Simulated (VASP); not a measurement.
# TiO2 (C2/m) in VASP: a series of runs

TiO2 is run at these levels: PBEsol; tasks: single point.

Program: VASP 6.6.1. These are calculated values, not measurements. Logs are shortened: lines on timing, memory, paths and dates and some standing lists are left out, and cuts for length are marked.

**1. The cell of the first run**

It takes space group C2/m (No. 12, monoclinic). Conventional cell: a = 12.038 Å, b = 3.693 Å, c = 6.563 Å, α = 90.00°, β = 106.70°, γ = 90.00°. Within 2.4 Å of Ti (site symmetry m) lie 6 O at 1.77 to 2.32 Å. Ti (site symmetry m) has 6 O at 1.84 to 2.13 Å within 2.4 Å. O (site symmetry m) has 3 Ti at 1.84 to 2.13 Å within 2.4 Å. Within 2.5 Å of O (site symmetry m) lie 3 Ti at 1.90 to 1.99 Å and 2 O at 2.47 Å. Within 2.4 Å of O (site symmetry m) lie 2 Ti at 1.77 to 1.86 Å. O (site symmetry m) has 4 Ti at 1.93 to 2.32 Å and 5 O at 2.47 to 2.67 Å within 2.7 Å.

**2. Single point, PBEsol (biaxial strain in the a-b plane: -1.0 %)**

INCAR

```
ALGO     = Normal         # electronic algorithm
EDIFF    = 1E-6           # SCF threshold, eV
ENCUT    = 520            # plane-wave cutoff, eV
GGA      = PS             # functional
ISIF     = 2              # what is computed and relaxed
ISMEAR   = 0              # smearing method
LASPH    = T              # aspherical terms in the spheres
LCHARG   = F              # write CHGCAR
LREAL    = F              # projectors in reciprocal space
LWAVE    = F              # write WAVECAR
NBANDS   = 60             # bands
NELM     = 100            # most SCF steps
PREC     = Accurate       # precision mode
SIGMA    = 0.02           # smearing width, eV
```

KPOINTS

```
k-points
0
Gamma
  6 6 4
```

POSCAR

```
TiO2
1.0
    6.0189196753     -1.8464303487      0.0001555539
    6.0189196753      1.8464303487      0.0001555539
   -1.8859715238      0.0000000000      6.2863754730
Ti O
4 8
Direct
    0.8049203723      0.8049203723      0.7163373342
    0.1009281397      0.1009281397      0.7085269936
    0.1950796277      0.1950796277      0.2836626658
    0.8990718603      0.8990718603      0.2914730064
    0.0582867184      0.0582867184      0.3699061662
    0.6382276382      0.6382276382      0.7050673963
    0.1337835562      0.1337835562      0.0034561970
    0.9417132816      0.9417132816      0.6300938338
    0.7362064607      0.7362064607      0.3481832909
    0.8662164438      0.8662164438      0.9965438030
    0.2637935393      0.2637935393      0.6518167091
    0.3617723618      0.3617723618      0.2949326037
```

Potentials or basis: VASP PAW PBE potentials, release 64 (Ti_sv, O).

Launch:

```sh
cat potpaw_PBE.64/Ti_sv/POTCAR potpaw_PBE.64/O/POTCAR > POTCAR
mpirun -np 1 vasp_std > vasp.out
```

OUTCAR:

```text
EDIFF = 1E-6
   ENCUT = 520
   GGA = PS
   ISIF = 2
   ISMEAR = 0
   LASPH = T
   LREAL = F
   NELM = 100
   PREC = Accurate

 ion  position               nearest neighbor table
   1  0.805  0.805  0.716-  10 1.77   8 1.89  11 1.93  11 1.93   6 1.99   9 2.32
   2  0.101  0.101  0.709-   8 1.84   7 1.86   6 1.90   6 1.90  11 2.10   5 2.13
   3  0.195  0.195  0.284-   7 1.77   5 1.89   9 1.93   9 1.93  12 1.99  11 2.32
   4  0.899  0.899  0.291-   5 1.84  10 1.86  12 1.90  12 1.90   9 2.10   8 2.13
   5  0.058  0.058  0.370-   4 1.84   3 1.89   2 2.13
   6  0.638  0.638  0.705-   2 1.90   2 1.90   1 1.99
   7  0.134  0.134  0.003-   3 1.77   2 1.86
   8  0.942  0.942  0.630-   2 1.84   1 1.89   4 2.13
   9  0.736  0.736  0.348-   3 1.93   3 1.93   4 2.10   1 2.32
  10  0.866  0.866  0.997-   1 1.77   4 1.86
  11  0.264  0.264  0.652-   1 1.93   1 1.93   2 2.10   3 2.32
  12  0.362  0.362  0.295-   4 1.90   4 1.90   3 1.99

  LATTYP: Found a base centered monoclinic cell.
 ALAT       =    12.0378393546
 B/A-ratio  =     0.3067710566
 C/A-ratio  =     0.5452129243
 COS(beta)  =    -0.2873313621

  Lattice vectors:

 A1 = (   6.0189196753,  -1.8464303487,   0.0001555539)
 A2 = (   6.0189196753,   1.8464303487,   0.0001555539)
 A3 = (  -1.8859715238,   0.0000000000,   6.2863754730)

Analysis of symmetry for initial positions (statically):
=====================================================================
 Subroutine PRICEL returns:
 Original cell was already a primitive cell.

 Routine SETGRP: Setting up the symmetry group for a
 base centered monoclinic supercell.

 Subroutine GETGRP returns: Found  4 space group operations
 (whereof  4 operations were pure point group operations)
 out of a pool of  4 trial point group operations.

The static configuration has the point symmetry C_2h.

Analysis of symmetry for dynamics (positions and initial velocities):
=====================================================================
 Subroutine PRICEL returns:
 Original cell was already a primitive cell.

 Routine SETGRP: Setting up the symmetry group for a
 base centered monoclinic supercell.

 Subroutine GETGRP returns: Found  4 space group operations
 (whereof  4 operations were pure point group operations)
 out of a pool of  4 trial point group operations.

The dynamic configuration has the point symmetry C_2h.

 Subroutine INISYM returns: Found  4 space group operations
 (whereof  4 operations are pure point group operations),
 and found     1 'primitive' translations

----------------------------------------------------------------------------------------

                                     Primitive cell

  volume of cell :     139.7286

  direct lattice vectors                    reciprocal lattice vectors
     6.018919675 -1.846430349  0.000155554     0.083070742 -0.270792776  0.024922001
     6.018919675  1.846430349  0.000155554     0.083070742  0.270792776  0.024922001
    -1.885971524  0.000000000  6.286375473    -0.000004111  0.000000000  0.159072943

  length of vectors
     6.295768350  6.295768350  6.563185597     0.284342367  0.284342367  0.159072943

  position of ions in fractional coordinates (direct lattice)
     0.804920372  0.804920372  0.716337334
     0.100928140  0.100928140  0.708526994
     0.195079628  0.195079628  0.283662666
     0.899071860  0.899071860  0.291473006
     0.058286718  0.058286718  0.369906166
     0.638227638  0.638227638  0.705067396
     0.133783556  0.133783556  0.003456197
     0.941713282  0.941713282  0.630093834
     0.736206461  0.736206461  0.348183291
     0.866216444  0.866216444  0.996543803
     0.263793539  0.263793539  0.651816709
     0.361772362  0.361772362  0.294932604

  ion indices of the primitive-cell ions
   primitive index   ion index
                 1           1
                 2           2
                 3           3
                 4           4
                 5           5
                 6           6
                 7           7
                 8           8
                 9           9
                10          10
                11          11
                12          12

----------------------------------------------------------------------------------------

 KPOINTS: k-points

Automatic generation of k-mesh.
 Grid dimensions read from file:
 generate k-points for:    6    6    4

 Generating k-lattice:

  Cartesian coordinates                     Fractional coordinates (reciprocal lattice)
     0.013845124 -0.045132129  0.004153667     0.166666667  0.000000000  0.000000000
     0.013845124  0.045132129  0.004153667     0.000000000  0.166666667  0.000000000
    -0.000001028  0.000000000  0.039768236     0.000000000  0.000000000  0.250000000

  Length of vectors
     0.047390395  0.047390395  0.039768236

  Shift w.r.t. Gamma in fractional coordinates (k-lattice)
     0.000000000  0.000000000  0.000000000

 Subroutine IBZKPT returns following result:
 ===========================================

 Found     47 irreducible k-points:

 Following reciprocal coordinates:
            Coordinates               Weight
  0.000000  0.000000  0.000000      1.000000
  0.166667  0.000000 -0.000000      4.000000
  0.333333  0.000000 -0.000000      4.000000
  0.500000  0.000000  0.000000      2.000000
  0.166667  0.166667 -0.000000      2.000000
  0.333333  0.166667 -0.000000      4.000000
[... 16 lines left out ...]
 -0.333333  0.166667  0.250000      4.000000
 -0.166667  0.166667  0.250000      4.000000
 [... further k-points ...]
   k-points           NKPTS =     47   k-points in BZ     NKDIM =     47   number of bands    NBANDS=     60
   number of dos      NEDOS =    301   number of ions     NIONS =     12
   total plane-waves  NPLWV = 115200
   dimension x,y,z NGX =    48 NGY =   48 NGZ =   50
   dimension x,y,z NGXF=    96 NGYF=   96 NGZF=  100
   ions per type =               4   8
   NGX,Y,Z   is equivalent  to a cutoff of  12.67, 12.67, 12.67 a.u.
   NGXF,Y,Z  is equivalent  to a cutoff of  25.35, 25.35, 25.33 a.u.
 SYSTEM =  unknown system
   PREC   = accura    normal or accurate (medium, high low for compatibility)
   ISTART =      0    job   : 0-new  1-cont  2-samecut
   ICHARG =      2    charge: 1-file 2-atom 10-const
   ISPIN  =      1    spin polarized calculation?
   LNONCOLLINEAR =      F non collinear calculations
   LSORBIT =      F    spin-orbit coupling
   LASPH  =      T    aspherical Exc in radial PAW
   ENCUT  =  520.0 eV  38.22 Ry    6.18 a.u.  11.71 11.71 12.20*2*pi/ulx,y,z
   NELM   =    100;   NELMIN=  2; NELMDL= -5     # of ELM steps
   EDIFF  = 0.1E-05   stopping-criterion for ELM
   LREAL  =      F    real-space projection
   EDIFFG = 0.1E-04   stopping-criterion for IOM
   NSW    =      0    number of steps for IOM
   IBRION =     -1    ionic relax: 0-MD 1-quasi-New 2-CG
   NFREE  =      0    steps in history (QN), initial steepest desc. (CG)
   ISIF   =      2    stress and relaxation
   ISYM   =      2    0-nonsym 1-usesym 2-fastsym
   POTIM  = 0.5000    time-step for ionic-motion
   TEBEG  =    0.0;   TEEND  =   0.0 temperature during run
   PSTRESS=    0.0 pullay stress
   NELECT =      96.0000    total number of electrons
   NUPDOWN=      -1.0000    fix difference up-down
   EMIN   =  10.00;   EMAX   =-10.00  energy-range for DOS
   EFERMI =   0.00;   METHOD = LEGACY
   ISMEAR =     0;   SIGMA  =   0.02  broadening in eV -4-tet -1-fermi 0-gaus
   EFERMI_NEDOS =   21; number of points for ismear=-14 and -15
   IALGO  =     38    algorithm
   IMIX   =      4    mixing-type and parameters
     AMIX     =   0.40;   BMIX     =  1.00
     AMIX_MAG =   1.60;   BMIX_MAG =  1.00
  volume/ion in A,a.u.               =      11.64        78.58
  Fermi-wavevector in a.u.,A,eV,Ry     =   1.444564  2.729831 28.392173  2.086766
  Thomas-Fermi vector in A             =   2.562845
   LORBIT       =      0    0 simple, 1 ext, 2 COOP (PROOUT), +10 PAW based schemes
   GGA     = PS    functional components
   LHFCALC =     F    Hartree Fock is set to
   AEXX    =    0.0000 exact exchange contribution
   IVDW    =     0    specifies the selected vdW correction
   LEPSILON=     F    determine dielectric tensor
   LRPA    =     F    only Hartree local field effects (RPA)
 non-spin polarized calculation
 Gauss-broadening in eV      SIGMA  =   0.02
  energy-cutoff  :      520.00
  volume of cell :      139.73
 maximum number of plane-waves:      3780
   NGX = 23   NGY = 23   NGZ = 25

 number of electron      95.9999993 magnetization

 Free energy of the ion-electron system (eV)
  ---------------------------------------------------
  ext. energy  EPLUGINS =         0.00000000
  ---------------------------------------------------
  free energy    TOTEN  =      -112.35827844 eV

  energy without entropy =     -112.35827844  energy(sigma->0) =     -112.35827844

 E-fermi :   2.8799     XC(G=0): -10.7809

 val. band max:        2.7889923289   @ k =  -0.3333   0.3333   0.5000
 cond. band min:       5.6170354724   @ k =   0.0000   0.0000   0.0000
 fundamental gap:      2.8280431435
 Fermi energy:         2.8799240986

 k-point     1 :       0.0000    0.0000    0.0000
  band No.  band energies     occupation
      1     -52.9365      2.00000
      2     -52.9216      2.00000
      3     -52.8262      2.00000
      4     -52.8189      2.00000
      5     -29.5213      2.00000
      6     -29.4795      2.00000
[... 52 lines left out ...]
     59       7.9053      0.00000
     60       8.1599      0.00000

 k-point     2 :       0.1667    0.0000   -0.0000
  band No.  band energies     occupation
      1     -52.9348      2.00000
      2     -52.9204      2.00000
      3     -52.8254      2.00000
      4     -52.8191      2.00000
      5     -29.5164      2.00000
      6     -29.4761      2.00000
[... 1383 lines left out ...]
      4     -52.8198      2.00000
      5     -29.5156      2.00000
      6     -29.4801      2.00000
[... 52 lines left out ...]
     59       7.7025      0.00000
     60       7.8649      0.00000

 [... further k-points ...]

------------------------ aborting loop because EDIFF is reached ----------------------------------------

  FORCE on cell =-STRESS in cart. coord.  units (eV):
  Direction    XX          YY          ZZ          XY          YZ          ZX
  --------------------------------------------------------------------------------------
  -------------------------------------------------------------------------------------
  Total        5.0039158      5.2444532     -0.7587973      0.0000000      0.0000000      0.0117565
  in kB       57.3766801     60.1347682     -8.7006400      0.0000000      0.0000000      0.1348038
  external PRESSURE =      36.2702694 kB  Pullay stress =       0.0000000 kB

 VOLUME and BASIS-vectors are now :
 -----------------------------------------------------------------------------
  energy-cutoff  :      520.00
  volume of cell :      139.73
      direct lattice vectors                 reciprocal lattice vectors
     6.018919675 -1.846430349  0.000155554     0.083070742 -0.270792776  0.024922001
     6.018919675  1.846430349  0.000155554     0.083070742  0.270792776  0.024922001
    -1.885971524  0.000000000  6.286375473    -0.000004111  0.000000000  0.159072943

 POSITION                                       TOTAL-FORCE (eV/Angst)
 -----------------------------------------------------------------------------------
      8.33851      0.00000      4.50342         0.175403      0.000000      0.456385
     -0.12131      0.00000      4.45410        -0.040272      0.000000      0.366180
      1.81336      0.00000      1.78327        -0.175403      0.000000     -0.456385
     10.27317      0.00000      1.83259         0.040272      0.000000     -0.366180
      0.00401      0.00000      2.32539         0.079047      0.000000      0.156452
      6.35314      0.00000      4.43252        -0.132794      0.000000     -0.047271
      1.60395      0.00000      0.02177         0.026025      0.000000     -0.007633
     10.14785      0.00000      3.96130        -0.079047      0.000000     -0.156452
      8.20567      0.00000      2.18904        -0.073244      0.000000      0.137534
      8.54792      0.00000      6.26492        -0.026025      0.000000      0.007633
      1.94620      0.00000      4.09765         0.073244      0.000000     -0.137534
      3.79872      0.00000      1.85417         0.132794      0.000000      0.047271
 -----------------------------------------------------------------------------------
    total drift:                                0.000000     -0.000000      0.000000

  FREE ENERGIE OF THE ION-ELECTRON SYSTEM (eV)
  ---------------------------------------------------
  free  energy   TOTEN  =      -112.3582784369 eV

  energy  without entropy=     -112.3582784369  energy(sigma->0) =     -112.35827844
```

It took 12 min on 1 thread of Intel Xeon Platinum 8488C (Sapphire Rapids), shared host; peak memory 0.5 GiB.

What came out:

```yaml
Free_energy: -112.3583 eV
Pressure: 3.6 GPa
Largest_force: 0.489 eV/Å
Band_gap_on_the_k_mesh: 2.83 eV (least direct gap 3.04 eV)
```

Forces on the atoms (eV/Å):
```
Ti   0.175  0.000  0.456
Ti  -0.040  0.000  0.366
Ti  -0.175  0.000 -0.456
Ti   0.040  0.000 -0.366
O    0.079  0.000  0.156
O   -0.133  0.000 -0.047
O    0.026  0.000 -0.008
O   -0.079  0.000 -0.156
O   -0.073  0.000  0.138
O   -0.026  0.000  0.008
O    0.073  0.000 -0.138
O    0.133  0.000  0.047
```

Stress tensor (GPa, compression positive):
```
 5.74  0.00  0.01
 0.00  6.01  0.00
 0.01  0.00 -0.87
```

Caveat: the cell differs from its parent crystal (biaxial strain in the a-b plane: -1.0 %); the cell stands under pressure; the PAW data sets were made with another functional, which shifts forces and pressure a little.

**3. Single point, PBEsol (biaxial strain in the a-b plane: -1.0 %, then relaxed in part)**

INCAR

```
PREC = Accurate
ENCUT = 520
EDIFF = 1E-6
ISMEAR = 0
SIGMA = 0.02
LREAL = False
LASPH = True
NELM = 80
ALGO = Normal
ISIF = 2
LWAVE = False
LCHARG = False
GGA = PS
NBANDS = 60
```

KPOINTS

```
Automatic mesh
0
Gamma
  6 6 4
```

POSCAR

```
TiO2
1.0
    6.0189180873     -1.8464303487     -0.0043749648
    6.0189180873      1.8464303487     -0.0043749648
   -1.8907032835      0.0000000000      6.3026713927
Ti O
4 8
Direct
    0.8066231087      0.8066231087      0.7197250288
    0.1010543779      0.1010543779      0.7102379510
    0.1933768913      0.1933768913      0.2802749712
    0.8989456221      0.8989456221      0.2897620490
    0.0588657873      0.0588657873      0.3723663719
    0.6383550372      0.6383550372      0.7068043956
    0.1318215088      0.1318215088      0.0024944285
    0.9411342127      0.9411342127      0.6276336281
    0.7353443504      0.7353443504      0.3469713384
    0.8681784912      0.8681784912      0.9975055715
    0.2646556496      0.2646556496      0.6530286616
    0.3616449628      0.3616449628      0.2931956044
```

Potentials or basis: VASP PAW PBE potentials, release 64 (Ti_sv, O).

Launch:

```sh
cat potpaw_PBE.64/Ti_sv/POTCAR potpaw_PBE.64/O/POTCAR > POTCAR
mpirun -np 1 vasp_std > vasp.out
```

Wall time 12 min (1 thread of Intel Xeon Platinum 8488C (Sapphire Rapids), shared host); peak memory 0.5 GiB.

The run converged. Its results:

```
Free energy            : -112.3750 eV
Pressure               : 3.2 GPa
Largest force          : 0.078 eV/Å
Band gap on the k mesh : 2.84 eV (least direct gap 3.07 eV)
```

Forces in eV/Å, atoms in the order of the input:
```
Ti  -0.005  0.000 -0.078
Ti   0.021  0.000 -0.022
Ti   0.005  0.000  0.078
Ti  -0.021  0.000  0.022
O    0.020  0.000  0.013
O   -0.011  0.000  0.001
O   -0.018  0.000 -0.050
O   -0.020  0.000 -0.013
O   -0.005  0.000  0.016
O    0.018  0.000  0.050
O    0.005  0.000 -0.016
O    0.011  0.000 -0.001
```

Stress tensor (GPa, compression positive):
```
4.08 0.00 0.04
0.00 4.63 0.00
0.04 0.00 0.75
```

Levels at points of the mesh, in eV from the valence-band top:
```csv
k point,band 46,band 47,band 48,band 49,band 50,band 51
"(0.00, 0.00, 0.00)",-0.71,-0.32,-0.23,2.84,3.28,3.44
"(0.50, 0.00, 0.00)",-0.46,-0.23,-0.15,3.26,3.38,3.83
"(0.50, 0.50, 0.00)",-0.61,-0.41,-0.13,3.04,3.06,3.67
"(0.00, 0.00, 0.50)",-0.65,-0.60,-0.43,3.00,3.28,3.44
"(0.50, 0.00, 0.50)",-0.51,-0.10,0.00,3.34,3.36,3.68
"(0.50, 0.50, 0.50)",-0.36,-0.23,-0.22,3.19,3.27,3.43
```

Caveat: the cell differs from its parent crystal (biaxial strain in the a-b plane: -1.0 %, then relaxed in part); the cell stands under pressure; the PAW data sets were made with another functional, which shifts forces and pressure a little.

[end of part 1 of 2]
